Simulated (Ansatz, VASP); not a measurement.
## Si: VASP beside Ansatz

POSCAR

```
Si
1.0
    2.6205428149      0.0000000000      0.0000000000
   -1.3102714075      2.2694566494      0.0000000000
    0.0000000000      0.0000000000      2.5033497058
Si
1
Direct
    0.0000000000      0.0000000000      0.0000000000
```

Contents of INCAR.step1:

```
SYSTEM = Si
PREC     = Accurate       ! precision mode
ENCUT    = 520            ! plane-wave cutoff, eV
ISMEAR   = 0              ! smearing method
SIGMA    = 0.15           ! smearing width, eV
LREAL    = .FALSE.        ! projectors in reciprocal space
LASPH    = .TRUE.         ! aspherical terms in the spheres
NELM     = 100            ! most SCF steps
NBANDS   = 8              ! bands
GGA      = PE             ! functional
ALGO     = Normal         ! electronic algorithm
EDIFF    = 1E-4           ! SCF threshold, eV
LWAVE    = .TRUE.         ! write WAVECAR
LCHARG   = .FALSE.        ! write CHGCAR
```

INCAR.step2

```
SYSTEM = Si
PREC     = Accurate       ! precision mode
ENCUT    = 520            ! plane-wave cutoff, eV
EDIFF    = 1E-7           ! SCF threshold, eV
ISMEAR   = 0              ! smearing method
SIGMA    = 0.15           ! smearing width, eV
LREAL    = .FALSE.        ! projectors in reciprocal space
LASPH    = .TRUE.         ! aspherical terms in the spheres
NELM     = 100            ! most SCF steps
ALGO     = Normal         ! electronic algorithm
ISIF     = 2              ! what is computed and relaxed
LWAVE    = .FALSE.        ! write WAVECAR
LCHARG   = .FALSE.        ! write CHGCAR
METAGGA  = R2SCAN         ! meta-GGA
LMIXTAU  = .TRUE.       
NBANDS   = 8              ! bands
ISTART   = 1
```

KPOINTS

```
Automatic mesh
0
G
  24 24 20
  0 0 0
```

Input for Ansatz:

```yaml
crystal:
  lattice:
    - [2.6205428149, 0.0, 0.0]
    - [-1.3102714075, 2.2694566494, 0.0]
    - [0.0, 0.0, 2.5033497058]
  atoms:
    - { symbol: Si, position: [0.0, 0.0, 0.0] }
basis:
  ecutwfc: 500
kpoints:
  mp_grid: { grid: [24, 24, 20] }
hamiltonian:
  xc: r2scan
scf:
  occupations: { method: gaussian, width: 0.15 }
output:
  forces: true
  stress: true
  eigenvalues: true
```

Change from the starting cell: strain +0.000 along x and y, +0.015 along z, atoms carried along.

Alike in both runs: task single point; functional r2SCAN; k mesh 24 × 24 × 20; occupations gaussian, width 0.15 eV; no spin polarisation.

|  | VASP | Ansatz |
| --- | --- | --- |
| version | VASP 6.6.1 | Ansatz 0.2.0 |
| potentials or method | VASP PAW PBE potentials, release 64 (Si), cutoff 520 eV | scalar-relativistic, plane waves, PAW |
| valence electrons in the cell | 4 | 4 |

Ansatz gave:

| Quantity | Value |
| --- | --- |
| gap on the k mesh at the Fermi level (eV) | none |
| pressure (GPa) | 0.1 |
| traceless stress, the component that is largest in VASP (GPa) | -2.70 |

Task: Estimate VASP's values.

Result: gap on the k mesh at the Fermi level (eV): none; pressure (GPa): 0.1; traceless stress, the component that is largest in VASP (GPa): -2.76.

VASP's potentials were made for PBE, not for r2SCAN. A gap of «none» marks a metal or a gap that the smearing closes. The functional is the same, so the differences come from potentials, cutoffs and numerics.
